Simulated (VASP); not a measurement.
# SnSe2 (P-3m1) in VASP: notebook

Runs on SnSe2. Level: PBE. Tasks: single point, relaxation of cell and atoms.

Program: VASP 6.6.1. These are calculated values, not measurements. Logs are shortened: lines on timing, memory, paths and dates and some standing lists are left out, and cuts for length are marked.

### 1 The cell of the first run

It takes space group P-3m1 (No. 164, trigonal). The conventional cell has a = 3.872 Å, b = 3.872 Å, c = 6.971 Å, α = 90.00°, β = 90.00°, γ = 120.00°. Sn (site symmetry -3m) has 6 Se at 2.75 Å within 3.6 Å. Within 3.6 Å of Se (site symmetry 3m) lie 3 Sn at 2.75 Å.

### 2 Single point, PBE

Input file INCAR:

```
PREC = Accurate
ENCUT = 520
EDIFF = 1E-6
ISMEAR = 0
SIGMA = 0.02
LREAL = F
LASPH = T
NELM = 80
ALGO = Normal
ISIF = 2
LWAVE = F
LCHARG = F
GGA = PE
NBANDS = 20
```

Input file KPOINTS:

```
Automatic mesh
0
Gamma
  9 9 4
```

Input file POSCAR:

```
SnSe2
1.0
    3.8719397139      0.0000000000      0.0000000000
   -1.9359698569      3.3531981541      0.0000000000
    0.0000000000      0.0000000000      6.9713217082
Sn Se
1 2
Direct
    0.0000000000      0.0000000000      0.0000000000
    0.6666666667      0.3333333333      0.7712970698
    0.3333333333      0.6666666667      0.2287029302
```

Potentials or basis: VASP PAW PBE potentials, release 64 (Sn_d, Se).

Command:

```bash
> cat potpaw_PBE.64/Sn_d/POTCAR potpaw_PBE.64/Se/POTCAR > POTCAR
> mpirun -np 1 vasp_std > vasp.out
```

OUTCAR:

```text
PREC = Accurate
   ENCUT = 520
   EDIFF = 1E-6
   ISMEAR = 0
   LREAL = F
   LASPH = T
   NELM = 80
   ISIF = 2
   GGA = PE

 ion  position               nearest neighbor table
   1  0.000  0.000  0.000-   2 2.75   3 2.75   3 2.75   2 2.75   2 2.75   3 2.75
   2  0.667  0.333  0.771-   1 2.75   1 2.75   1 2.75
   3  0.333  0.667  0.229-   1 2.75   1 2.75   1 2.75

  LATTYP: Found a hexagonal cell.
 ALAT       =     3.8719397139
 C/A-ratio  =     1.8004726890

  Lattice vectors:

 A1 = (   3.8719397139,   0.0000000000,   0.0000000000)
 A2 = (  -1.9359698569,   3.3531981541,   0.0000000000)
 A3 = (   0.0000000000,   0.0000000000,   6.9713217082)

Analysis of symmetry for initial positions (statically):
=====================================================================
 Subroutine PRICEL returns:
 Original cell was already a primitive cell.

 Routine SETGRP: Setting up the symmetry group for a
 hexagonal supercell.

 Subroutine GETGRP returns: Found 12 space group operations
 (whereof 12 operations were pure point group operations)
 out of a pool of 24 trial point group operations.

The static configuration has the point symmetry D_3d.

Analysis of symmetry for dynamics (positions and initial velocities):
=====================================================================
 Subroutine PRICEL returns:
 Original cell was already a primitive cell.

 Routine SETGRP: Setting up the symmetry group for a
 hexagonal supercell.

 Subroutine GETGRP returns: Found 12 space group operations
 (whereof 12 operations were pure point group operations)
 out of a pool of 24 trial point group operations.

The dynamic configuration has the point symmetry D_3d.

 Subroutine INISYM returns: Found 12 space group operations
 (whereof 12 operations are pure point group operations),
 and found     1 'primitive' translations

----------------------------------------------------------------------------------------

                                     Primitive cell

  volume of cell :      90.5113

  direct lattice vectors                    reciprocal lattice vectors
     3.871939714  0.000000000  0.000000000     0.258268484  0.149111379  0.000000000
    -1.935969857  3.353198154  0.000000000     0.000000000  0.298222758  0.000000000
     0.000000000  0.000000000  6.971321708     0.000000000  0.000000000  0.143444822
[... 82 lines left out ...]
   LSORBIT =      F    spin-orbit coupling
   LASPH  =      T    aspherical Exc in radial PAW
   ENCUT  =  520.0 eV  38.22 Ry    6.18 a.u.   7.20  7.20 12.96*2*pi/ulx,y,z
   NELM   =     80;   NELMIN=  2; NELMDL= -5     # of ELM steps
   EDIFF  = 0.1E-05   stopping-criterion for ELM
   LREAL  =      F    real-space projection
   EDIFFG = 0.1E-04   stopping-criterion for IOM
   NSW    =      0    number of steps for IOM
   IBRION =     -1    ionic relax: 0-MD 1-quasi-New 2-CG
   NFREE  =      0    steps in history (QN), initial steepest desc. (CG)
   ISIF   =      2    stress and relaxation
   ISYM   =      2    0-nonsym 1-usesym 2-fastsym
   POTIM  = 0.5000    time-step for ionic-motion
   TEBEG  =    0.0;   TEEND  =   0.0 temperature during run
   PSTRESS=    0.0 pullay stress
   NELECT =      26.0000    total number of electrons
   NUPDOWN=      -1.0000    fix difference up-down
   EMIN   =  10.00;   EMAX   =-10.00  energy-range for DOS
   EFERMI =   0.00;   METHOD = LEGACY
   ISMEAR =     0;   SIGMA  =   0.02  broadening in eV -4-tet -1-fermi 0-gaus
   EFERMI_NEDOS =   21; number of points for ismear=-14 and -15
   IALGO  =     38    algorithm
   IMIX   =      4    mixing-type and parameters
     AMIX     =   0.40;   BMIX     =  1.00
     AMIX_MAG =   1.60;   BMIX_MAG =  1.00
  volume/ion in A,a.u.               =      30.17       203.60
  Fermi-wavevector in a.u.,A,eV,Ry     =   1.080185  2.041254 15.875285  1.166801
  Thomas-Fermi vector in A             =   2.216170
   LORBIT       =      0    0 simple, 1 ext, 2 COOP (PROOUT), +10 PAW based schemes
   GGA     = PE    functional components
   LHFCALC =     F    Hartree Fock is set to
   AEXX    =    0.0000 exact exchange contribution
   IVDW    =     0    specifies the selected vdW correction
   LEPSILON=     F    determine dielectric tensor
   LRPA    =     F    only Hartree local field effects (RPA)
 non-spin polarized calculation
 Gauss-broadening in eV      SIGMA  =   0.02
  energy-cutoff  :      520.00
  volume of cell :       90.51
 maximum number of plane-waves:      2462
 NGX is ok and might be reduce to    30
   NGX = 15   NGY = 15   NGZ = 25

 number of electron      25.9999991 magnetization

 Free energy of the ion-electron system (eV)
  ---------------------------------------------------
  ext. energy  EPLUGINS =         0.00000000
  ---------------------------------------------------
  free energy    TOTEN  =       -11.87386381 eV

  energy without entropy =      -11.87386381  energy(sigma->0) =      -11.87386381

 E-fermi :   2.7395     XC(G=0):  -8.6070

 val. band max:        2.5683729867   @ k =   0.1111  -0.0000   0.2500
 cond. band min:       3.3233679733   @ k =   0.4444  -0.0000   0.5000
 fundamental gap:      0.7549949866
 Fermi energy:         2.7394814244

 k-point     1 :       0.0000    0.0000    0.0000
  band No.  band energies     occupation
      1     -18.5546      2.00000
      2     -18.5546      2.00000
      3     -18.5224      2.00000
      4     -18.5132      2.00000
      5     -18.5132      2.00000
      6     -10.7919      2.00000
[... 541 lines left out ...]
     19      10.2994      0.00000
     20      11.0714      0.00000

 [... further k-points ...]

------------------------ aborting loop because EDIFF is reached ----------------------------------------

  FORCE on cell =-STRESS in cart. coord.  units (eV):
  Direction    XX          YY          ZZ          XY          YZ          ZX
  --------------------------------------------------------------------------------------
  -------------------------------------------------------------------------------------
  Total        0.0318957      0.0318957      0.0455947      0.0000000      0.0000000      0.0000000
  in kB        0.5645993      0.5645993      0.8070898      0.0000000      0.0000000      0.0000000
  external PRESSURE =       0.6454295 kB  Pullay stress =       0.0000000 kB

 VOLUME and BASIS-vectors are now :
 -----------------------------------------------------------------------------
  energy-cutoff  :      520.00
  volume of cell :       90.51
      direct lattice vectors                 reciprocal lattice vectors
     3.871939714  0.000000000  0.000000000     0.258268484  0.149111379  0.000000000
    -1.935969857  3.353198154  0.000000000     0.000000000  0.298222758  0.000000000
     0.000000000  0.000000000  6.971321708     0.000000000  0.000000000  0.143444822

 POSITION                                       TOTAL-FORCE (eV/Angst)
 -----------------------------------------------------------------------------------
      0.00000      0.00000      0.00000        -0.000000      0.000000      0.000000
      1.93597      1.11773      5.37696        -0.000000      0.000000     -0.013244
     -0.00000      2.23547      1.59436         0.000000     -0.000000      0.013244
 -----------------------------------------------------------------------------------
    total drift:                                0.000000     -0.000000     -0.000000

  FREE ENERGIE OF THE ION-ELECTRON SYSTEM (eV)
  ---------------------------------------------------
  free  energy   TOTEN  =       -11.8738638074 eV

  energy  without entropy=      -11.8738638074  energy(sigma->0) =      -11.87386381
```

stdout:

```text
POSCAR found type information on POSCAR SnSe
 POSCAR found :  2 types and       3 ions
 scaLAPACK will be used
 LDA part: xc-table for (Slater+PW92), standard interpolation
 POSCAR, INCAR and KPOINTS ok, starting setup
 FFT: planning ... GRIDC
 FFT: planning ... GRID_SOFT
 FFT: planning ... GRID
 WAVECAR not read
 entering main loop
```

It took 29 s on 1 thread of Intel Xeon 6975P-C (Granite Rapids), shared host; peak memory 0.25 GiB.

Results:

| Item | Value |
| --- | --- |
| Free energy | -11.8739 eV |
| Pressure | 0.1 GPa |
| Largest force | 0.013 eV/Å |
| Band gap on the k mesh | 0.76 eV (least direct gap 1.11 eV) |

Forces on the atoms (eV/Å):
```
Sn   0.000  0.000  0.000
Se   0.000  0.000 -0.013
Se   0.000  0.000  0.013
```

Caveat: spin-orbit coupling is left out, which moves the levels of the heavy elements; an odd mesh through Γ misses points on the zone boundary, where band edges can lie; this functional lacks dispersion, which binds the layers, so the pressure and a relaxed spacing across them are unreliable.

### 3 Relaxation of cell and atoms, PBE

Input file INCAR:

```
SYSTEM = SnSe2
PREC = Accurate ; ENCUT = 600
EDIFF = 1E-6 ; ISMEAR = 0
SIGMA = 0.02 ; LREAL = .False.
LASPH = .True. ; NELM = 80
ALGO = Normal ; ISIF = 3
LWAVE = .False. ; LCHARG = .False.
GGA = PE ; IBRION = 2
NSW = 100 ; EDIFFG = -0.01
```

Input file KPOINTS:

```
Automatic mesh
0
Gamma
  9 9 4
  0 0 0
```

POSCAR is that of step 2.

Potentials or basis: VASP PAW PBE potentials, release 64 (Sn_d, Se).

Command:

```bash
> cat potpaw_PBE.64/Sn_d/POTCAR potpaw_PBE.64/Se/POTCAR > POTCAR
> mpirun -np 1 vasp_std > vasp.out
```

OUTCAR:

```text
SYSTEM = SnSe2
   PREC = Accurate
   ENCUT = 600
   EDIFF = 1E-6
   ISMEAR = 0
   LREAL = .False.
   LASPH = .True.
   NELM = 80
   ISIF = 3
   GGA = PE
   IBRION = 2
   NSW = 100
   EDIFFG = -0.01

 ion  position               nearest neighbor table
   1  0.000  0.000  0.000-   2 2.75   3 2.75   3 2.75   2 2.75   2 2.75   3 2.75
   2  0.667  0.333  0.771-   1 2.75   1 2.75   1 2.75
   3  0.333  0.667  0.229-   1 2.75   1 2.75   1 2.75

  LATTYP: Found a hexagonal cell.
 ALAT       =     3.8719397139
 C/A-ratio  =     1.8004726890

  Lattice vectors:

 A1 = (   3.8719397139,   0.0000000000,   0.0000000000)
 A2 = (  -1.9359698569,   3.3531981541,   0.0000000000)
 A3 = (   0.0000000000,   0.0000000000,   6.9713217082)

[... 258 lines left out ...]
  free energy    TOTEN  =       -11.87390345 eV

  energy without entropy =      -11.87390345  energy(sigma->0) =      -11.87390345

 E-fermi :   2.7261     XC(G=0):  -8.6012

 val. band max:        2.5589765478   @ k =   0.1111  -0.0000   0.2500
 cond. band min:       3.3103397538   @ k =   0.4444  -0.0000   0.5000
 fundamental gap:      0.7513632060
 Fermi energy:         2.7260519254

 k-point     1 :       0.0000    0.0000    0.0000
  band No.  band energies     occupation
      1     -18.5625      2.00000
      2     -18.5625      2.00000
      3     -18.5305      2.00000
      4     -18.5213      2.00000
      5     -18.5213      2.00000
      6     -10.7934      2.00000
[... 457 lines left out ...]
      4     -18.5200      2.00000
      5     -18.5097      2.00000
      6     -10.0526      2.00000
[... 9 lines left out ...]
     16       7.5616      0.00000
     17       8.5721      0.00000

 [... further k-points ...]

------------------------ aborting loop because EDIFF is reached ----------------------------------------

  FORCE on cell =-STRESS in cart. coord.  units (eV):
  Direction    XX          YY          ZZ          XY          YZ          ZX
  --------------------------------------------------------------------------------------
  -------------------------------------------------------------------------------------
  Total        0.0087946      0.0087946      0.0090333      0.0000000      0.0000000      0.0000000
  in kB        0.1554917      0.1554917      0.1597113      0.0000000      0.0000000      0.0000000
  external PRESSURE =       0.1568983 kB  Pullay stress =       0.0000000 kB
[... 18 lines left out ...]
  FREE ENERGIE OF THE ION-ELECTRON SYSTEM (eV)
  ---------------------------------------------------
  free  energy   TOTEN  =       -11.8739034520 eV

  energy  without entropy=      -11.8739034520  energy(sigma->0) =      -11.87390345

 reached required accuracy - stopping structural energy minimisation
```

CONTCAR:

```text
SnSe2
   1.00000000000000
     3.8732777708012787    0.0000000000000200    0.0000000000000000
    -1.9366388853506049    3.3543569453681457    0.0000000000000000
     0.0000000000000000    0.0000000000000000    6.9748060670630423
  Sn              Se
     1     2
Direct
     0.0000000000000000    1.0000000000000000    0.0000000000000000
     0.6666666667000030    0.3333333332999970    0.7712430719924184
     0.3333333332999970    0.6666666667000030    0.2287569280075817

  0.00000000E+00  0.00000000E+00  0.00000000E+00
  0.00000000E+00  0.00000000E+00  0.00000000E+00
  0.00000000E+00  0.00000000E+00  0.00000000E+00
```

Wall time 47 s (1 thread of Intel Xeon 6975P-C (Granite Rapids), shared host); peak memory 0.28 GiB.

What came out:

```yaml
Free_energy: -11.8739 eV
Relaxed_volume: 30.21 Å³/atom
Relaxed_cell: a = 3.873 Å, b = 3.873 Å, c = 6.975 Å, α = 90.00°, β = 90.00°, γ = 120.00°
Space_group_after_relaxing_to_0.1_Å: P-3m1 (No. 164)
Energy_gained_by_relaxing: 0.0 meV/atom
Ionic_steps: 3
Pressure_after_relaxing: 0.0 GPa
Band_gap_on_the_k_mesh: 0.75 eV (least direct gap 1.11 eV)
```

Final structure:
```
Sn Se
1.0
     3.87328    0.00000    0.00000
    -1.93664    3.35436    0.00000
     0.00000    0.00000    6.97481
Sn Se
1 2
Direct
  0.00000 0.00000 0.00000
  0.66667 0.33333 0.77124
  0.33333 0.66667 0.22876
```

Caveat: spin-orbit coupling is left out, which moves the levels of the heavy elements; an odd mesh through Γ misses points on the zone boundary, where band edges can lie; this functional lacks dispersion, which binds the layers, so the pressure and a relaxed spacing across them are unreliable.
